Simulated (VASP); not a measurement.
# TePb (I4/mmm) in VASP: further runs, part 2 of 3

VASP 6.6.1.

### Step 3. Single point, PBEsol (equal xx and yy strain of -1 %)

File INCAR:

```
SYSTEM = TePb
ALGO = Normal
EDIFF = 1E-6
ENCUT = 520
GGA = PS
ISIF = 2
ISMEAR = -1
LASPH = .TRUE.
LCHARG = .FALSE.
LREAL = .FALSE.
LWAVE = .FALSE.
NBANDS = 17
NELM = 80
PREC = Accurate
SIGMA = 0.03
```

File KPOINTS:

```
k-points
0
G
  10 10 10
  0 0 0
```

File POSCAR:

```
TePb
1.0
    0.0000000000      3.1947300000      3.2270000000
    3.1947300000      0.0000000000      3.2270000000
    3.1947300000      3.1947300000      0.0000000000
Te Pb
1 1
Direct
    0.5000000000      0.5000000000      0.5000000000
    0.0000000000      0.0000000000      0.0000000000
```

Potentials or basis: VASP PAW PBE potentials, release 64 (Te, Pb_d).

Started as:

```bash
$ cat potpaw_PBE.64/Te/POTCAR potpaw_PBE.64/Pb_d/POTCAR > POTCAR
$ mpirun -np 1 vasp_std > vasp.out
```

OUTCAR:

```text
SYSTEM = TePb
   EDIFF = 1E-6
   ENCUT = 520
   GGA = PS
   ISIF = 2
   ISMEAR = -1
   LASPH = .TRUE.
   LREAL = .FALSE.
   NELM = 80
   PREC = Accurate

 ion  position               nearest neighbor table
   1  0.500  0.500  0.500-   2 3.19   2 3.19   2 3.19   2 3.19   2 3.23   2 3.23
   2  0.000  0.000  0.000-   1 3.19   1 3.19   1 3.19   1 3.19   1 3.23   1 3.23

  LATTYP: Found a body centered tetragonal cell.
 ALAT       =     4.5180304941
 C/A-ratio  =     1.4284985479

  Lattice vectors:

 A1 = (  -3.1947300000,   0.0000000000,   3.2270000000)
 A2 = (   3.1947300000,   0.0000000000,   3.2270000000)
 A3 = (   0.0000000000,   3.1947300000,  -3.2270000000)

Analysis of symmetry for initial positions (statically):
=====================================================================
 Subroutine PRICEL returns:
 Original cell was already a primitive cell.

 Routine SETGRP: Setting up the symmetry group for a
 body centered tetragonal supercell.

 Subroutine GETGRP returns: Found 16 space group operations
 (whereof 16 operations were pure point group operations)
 out of a pool of 16 trial point group operations.

The static configuration has the point symmetry D_4h.

Analysis of symmetry for dynamics (positions and initial velocities):
=====================================================================
 Subroutine PRICEL returns:
 Original cell was already a primitive cell.

 Routine SETGRP: Setting up the symmetry group for a
 body centered tetragonal supercell.

 Subroutine GETGRP returns: Found 16 space group operations
 (whereof 16 operations were pure point group operations)
 out of a pool of 16 trial point group operations.

The dynamic configuration has the point symmetry D_4h.

 Subroutine INISYM returns: Found 16 space group operations
 (whereof 16 operations are pure point group operations),
 and found     1 'primitive' translations

----------------------------------------------------------------------------------------

                                     Primitive cell

  volume of cell :      65.8715

  direct lattice vectors                    reciprocal lattice vectors
     0.000000000  3.194730000  3.227000000    -0.156507749  0.156507749  0.154942671
     3.194730000  0.000000000  3.227000000     0.156507749 -0.156507749  0.154942671
     3.194730000  3.194730000  0.000000000     0.156507749  0.156507749 -0.154942671

  length of vectors
     4.540906162  4.540906162  4.518030494     0.270178797  0.270178797  0.270178797

  position of ions in fractional coordinates (direct lattice)
     0.500000000  0.500000000  0.500000000
     0.000000000  0.000000000  0.000000000

  ion indices of the primitive-cell ions
   primitive index   ion index
                 1           1
                 2           2

----------------------------------------------------------------------------------------

 KPOINTS: k-points

Automatic generation of k-mesh.
 Grid dimensions read from file:
 generate k-points for:   10   10   10

 Generating k-lattice:

  Cartesian coordinates                     Fractional coordinates (reciprocal lattice)
    -0.015650775  0.015650775  0.015494267     0.100000000  0.000000000  0.000000000
     0.015650775 -0.015650775  0.015494267     0.000000000  0.100000000  0.000000000
     0.015650775  0.015650775 -0.015494267    -0.000000000 -0.000000000  0.100000000

  Length of vectors
     0.027017880  0.027017880  0.027017880

  Shift w.r.t. Gamma in fractional coordinates (k-lattice)
     0.000000000  0.000000000  0.000000000

 Subroutine IBZKPT returns following result:
 ===========================================

 Found    102 irreducible k-points:

 Following reciprocal coordinates:
            Coordinates               Weight
  0.000000  0.000000  0.000000      1.000000
  0.100000  0.000000  0.000000      8.000000
  0.200000  0.000000  0.000000      8.000000
  0.300000  0.000000  0.000000      8.000000
  0.400000 -0.000000  0.000000      8.000000
  0.500000  0.000000  0.000000      4.000000
[... 16 lines left out ...]
  0.300000  0.300000  0.000000      2.000000
  0.400000  0.300000  0.000000      8.000000
 [... further k-points ...]
   k-points           NKPTS =    102   k-points in BZ     NKDIM =    102   number of bands    NBANDS=     17
   number of dos      NEDOS =    301   number of ions     NIONS =      2
   total plane-waves  NPLWV =  46656
   dimension x,y,z NGX =    36 NGY =   36 NGZ =   36
   dimension x,y,z NGXF=    72 NGYF=   72 NGZF=   72
   ions per type =               1   1
   NGX,Y,Z   is equivalent  to a cutoff of  13.18, 13.18, 13.25 a.u.
   NGXF,Y,Z  is equivalent  to a cutoff of  26.36, 26.36, 26.49 a.u.
 SYSTEM =  TePb
   PREC   = accura    normal or accurate (medium, high low for compatibility)
   ISTART =      0    job   : 0-new  1-cont  2-samecut
   ICHARG =      2    charge: 1-file 2-atom 10-const
   ISPIN  =      1    spin polarized calculation?
   LNONCOLLINEAR =      F non collinear calculations
   LSORBIT =      F    spin-orbit coupling
   LASPH  =      T    aspherical Exc in radial PAW
   ENCUT  =  520.0 eV  38.22 Ry    6.18 a.u.   8.44  8.44  8.40*2*pi/ulx,y,z
   NELM   =     80;   NELMIN=  2; NELMDL= -5     # of ELM steps
   EDIFF  = 0.1E-05   stopping-criterion for ELM
   LREAL  =      F    real-space projection
   EDIFFG = 0.1E-04   stopping-criterion for IOM
   NSW    =      0    number of steps for IOM
   IBRION =     -1    ionic relax: 0-MD 1-quasi-New 2-CG
   NFREE  =      0    steps in history (QN), initial steepest desc. (CG)
   ISIF   =      2    stress and relaxation
   ISYM   =      2    0-nonsym 1-usesym 2-fastsym
   POTIM  = 0.5000    time-step for ionic-motion
   TEBEG  =    0.0;   TEEND  =   0.0 temperature during run
   PSTRESS=    0.0 pullay stress
   NELECT =      20.0000    total number of electrons
   NUPDOWN=      -1.0000    fix difference up-down
   EMIN   =  10.00;   EMAX   =-10.00  energy-range for DOS
   EFERMI =   0.00;   METHOD = LEGACY
   ISMEAR =    -1;   SIGMA  =   0.03  broadening in eV -4-tet -1-fermi 0-gaus
   EFERMI_NEDOS =   21; number of points for ismear=-14 and -15
   IALGO  =     38    algorithm
   IMIX   =      4    mixing-type and parameters
     AMIX     =   0.40;   BMIX     =  1.00
     AMIX_MAG =   1.60;   BMIX_MAG =  1.00
  volume/ion in A,a.u.               =      32.94       222.26
  Fermi-wavevector in a.u.,A,eV,Ry     =   1.100320  2.079304 16.472634  1.210704
  Thomas-Fermi vector in A             =   2.236729
   LORBIT       =      0    0 simple, 1 ext, 2 COOP (PROOUT), +10 PAW based schemes
   GGA     = PS    functional components
   LHFCALC =     F    Hartree Fock is set to
   AEXX    =    0.0000 exact exchange contribution
   IVDW    =     0    specifies the selected vdW correction
   LEPSILON=     F    determine dielectric tensor
   LRPA    =     F    only Hartree local field effects (RPA)
 non-spin polarized calculation
  energy-cutoff  :      520.00
  volume of cell :       65.87
 maximum number of plane-waves:      1812
 NGX is ok and might be reduce to    36
   NGX = 17   NGY = 17   NGZ = 17

 number of electron      20.0000000 magnetization

 Free energy of the ion-electron system (eV)
  ---------------------------------------------------
  ext. energy  EPLUGINS =         0.00000000
  ---------------------------------------------------
  free energy    TOTEN  =        -8.25523710 eV

  energy without entropy =       -8.25523689  energy(sigma->0) =       -8.25523699

 E-fermi :   6.0857     XC(G=0):  -9.5769

 val. band max:        5.7796631944   @ k =   0.5000   0.0000   0.0000
 cond. band min:       6.3906559707   @ k =   0.5000   0.0000   0.0000
 fundamental gap:      0.6109927764
 Fermi energy:         6.0856838573

 k-point     1 :       0.0000    0.0000    0.0000
  band No.  band energies     occupation
      1     -10.8997      2.00000
      2     -10.8961      2.00000
      3     -10.8857      2.00000
      4     -10.8857      2.00000
      5     -10.8835      2.00000
      6      -6.4646      2.00000
[... 9 lines left out ...]
     16      11.4948      0.00000
     17      12.9200      0.00000

 k-point     2 :       0.1000    0.0000    0.0000
  band No.  band energies     occupation
      1     -10.9008      2.00000
      2     -10.8975      2.00000
      3     -10.8852      2.00000
      4     -10.8842      2.00000
      5     -10.8822      2.00000
      6      -6.3754      2.00000
[... 9 lines left out ...]
     16      11.6885      0.00000
     17      13.7109      0.00000
[... 421 lines left out ...]
 k-point    24 :       0.4000    0.3000    0.0000
  band No.  band energies     occupation
      1     -10.9496      2.00000
      2     -10.8905      2.00000
      3     -10.8890      2.00000
      4     -10.8643      2.00000
      5     -10.8630      2.00000
      6      -5.1778      2.00000
[... 9 lines left out ...]
     16      15.4920      0.00000
     17      15.8948      0.00000

 [... further k-points ...]
[... 5 lines left out ...]
  --------------------------------------------------------------------------------------
  -------------------------------------------------------------------------------------
  Total        0.4514702      0.4514702     -0.0757345      0.0000000      0.0000000     -0.0000000
  in kB       10.9810115     10.9810115     -1.8420738      0.0000000      0.0000000     -0.0000000
  external PRESSURE =       6.7066497 kB  Pullay stress =       0.0000000 kB

 VOLUME and BASIS-vectors are now :
 -----------------------------------------------------------------------------
  energy-cutoff  :      520.00
  volume of cell :       65.87
      direct lattice vectors                 reciprocal lattice vectors
     0.000000000  3.194730000  3.227000000    -0.156507749  0.156507749  0.154942671
     3.194730000  0.000000000  3.227000000     0.156507749 -0.156507749  0.154942671
     3.194730000  3.194730000  0.000000000     0.156507749  0.156507749 -0.154942671

 POSITION                                       TOTAL-FORCE (eV/Angst)
 -----------------------------------------------------------------------------------
      3.19473      3.19473      3.22700         0.000000     -0.000000     -0.000000
      0.00000      0.00000      0.00000        -0.000000      0.000000      0.000000
 -----------------------------------------------------------------------------------
    total drift:                               -0.000000      0.000000      0.000000

  FREE ENERGIE OF THE ION-ELECTRON SYSTEM (eV)
  ---------------------------------------------------
  free  energy   TOTEN  =        -8.2552370967 eV

  energy  without entropy=       -8.2552368885  energy(sigma->0) =       -8.25523699
```

OSZICAR:

```text
N       E                     dE             d eps       ncg     rms          rms(c)
DAV:   1     0.151086999504E+03    0.15109E+03   -0.92015E+03  3476   0.115E+03
DAV:   2     0.203457839462E+01   -0.14905E+03   -0.14464E+03  3625   0.295E+02
DAV:   3    -0.809008246487E+01   -0.10125E+02   -0.10010E+02  4553   0.832E+01
DAV:   4    -0.835676823727E+01   -0.26669E+00   -0.26652E+00  4434   0.151E+01
DAV:   5    -0.836687153811E+01   -0.10103E-01   -0.10103E-01  4955   0.264E+00    0.353E+00
DAV:   6    -0.826077151004E+01    0.10610E+00   -0.22436E-01  5167   0.366E+00    0.219E+00
DAV:   7    -0.825506956716E+01    0.57019E-02   -0.69514E-02  4657   0.141E+00    0.884E-01
DAV:   8    -0.825529287494E+01   -0.22331E-03   -0.80280E-03  4406   0.904E-01    0.123E-01
DAV:   9    -0.825523725599E+01    0.55619E-04   -0.95482E-04  5403   0.318E-01    0.418E-02
DAV:  10    -0.825523524811E+01    0.20079E-05   -0.88691E-05  4690   0.820E-02    0.218E-02
DAV:  11    -0.825523706935E+01   -0.18212E-05   -0.19082E-05  4623   0.317E-02    0.133E-02
DAV:  12    -0.825523709665E+01   -0.27306E-07   -0.98960E-07  2934   0.849E-03
   1 F= -.82552371E+01 E0= -.82552370E+01  d E =-.208142E-06
```

stdout:

```text
POSCAR found type information on POSCAR TePb
 POSCAR found :  2 types and       2 ions
 scaLAPACK will be used
 -----------------------------------------------------------------------------
|                                                                             |
|                                                                             |
|     You enforced a specific xc type in the INCAR file but a different       |
|     I HOPE YOU KNOW WHAT YOU ARE DOING!                                     |
|                                                                             |
 -----------------------------------------------------------------------------

 LDA part: xc-table for (Slater+PW92), standard interpolation
 POSCAR, INCAR and KPOINTS ok, starting setup
 FFT: planning ... GRIDC
 FFT: planning ... GRID_SOFT
 FFT: planning ... GRID
 WAVECAR not read
 entering main loop
```

Run time: 71 s. Hardware: 1 thread of Intel Xeon Platinum 8488C (Sapphire Rapids), shared host; peak memory 0.28 GiB.

What came out:

- Free energy: -8.2552 eV
- Pressure: 0.7 GPa
- Band gap on the k mesh: 0.61 eV

Caveat: the cell differs from its parent crystal (equal xx and yy strain of -1 %); the PAW data sets were made with another functional, which shifts forces and pressure a little; spin-orbit coupling is left out, which moves the levels of the heavy elements. A k mesh can miss the band edges.

### Step 4. Single point, PBEsol (equal xx and yy strain of +1 %)

File INCAR:

```
ALGO     = Normal         # electronic algorithm
EDIFF    = 1E-6           # SCF threshold, eV
ENCUT    = 520            # plane-wave cutoff, eV
GGA      = PS             # functional
ISIF     = 2              # what is computed and relaxed
ISMEAR   = -1             # smearing method
LASPH    = T              # aspherical terms in the spheres
LCHARG   = T              # write CHGCAR
LELF     = T              # ELF
LREAL    = F              # projectors in reciprocal space
LVHAR    = T            
LWAVE    = F              # write WAVECAR
NBANDS   = 17             # bands
NELM     = 80             # most SCF steps
PREC     = Accurate       # precision mode
SIGMA    = 0.03           # smearing width, eV
```

File KPOINTS:

```
k-points
0
Gamma
  10 10 10
```

File POSCAR:

```
TePb
1.0
    0.0000000000      3.2592700000      3.2270000000
    3.2592700000      0.0000000000      3.2270000000
    3.2592700000      3.2592700000      0.0000000000
Te Pb
1 1
Direct
    0.5000000000      0.5000000000      0.5000000000
    0.0000000000      0.0000000000      0.0000000000
```

Started as:

```bash
$ cat potpaw_PBE.64/Te/POTCAR potpaw_PBE.64/Pb_d/POTCAR > POTCAR
$ mpirun -np 1 vasp_std > vasp.out
```

Run time: 75 s. Hardware: 1 thread of Intel Xeon Platinum 8488C (Sapphire Rapids), shared host; peak memory 0.28 GiB.

Results (log left out):

```
Free energy            : -8.2521 eV
Pressure               : -1.1 GPa
Band gap on the k mesh : 0.70 eV
```

Stress tensor (GPa, compression positive):
```
-1.45  0.00  0.00
 0.00 -1.45  0.00
 0.00  0.00 -0.35
```

Levels at points of the mesh, in eV from the valence-band top:
```
           k point  band 6  band 7  band 8  band 9  band 10  band 11  band 12  band 13  band 14  band 15
(0.00, 0.00, 0.00)  -11.90   -5.65   -1.34   -1.24    -1.24     3.97     3.97     4.19     5.78     5.78
(0.50, 0.00, 0.00)  -10.50   -8.52   -0.83   -0.81     0.00     0.70     1.27     1.31     8.27     9.14
(0.50, 0.50, 0.00)  -10.22   -7.33   -4.41   -2.72    -2.72     3.26     5.38     5.38     6.69    10.08
(0.50, 0.00, 0.50)  -10.29   -7.26   -4.39   -2.75    -2.65     3.29     5.30     5.54     6.55    10.08
```

Caveat: the cell differs from its parent crystal (equal xx and yy strain of +1 %); the PAW data sets were made with another functional, which shifts forces and pressure a little; spin-orbit coupling is left out, which moves the levels of the heavy elements. A k mesh can miss the band edges.

(Part 2 of 3 ends here.)
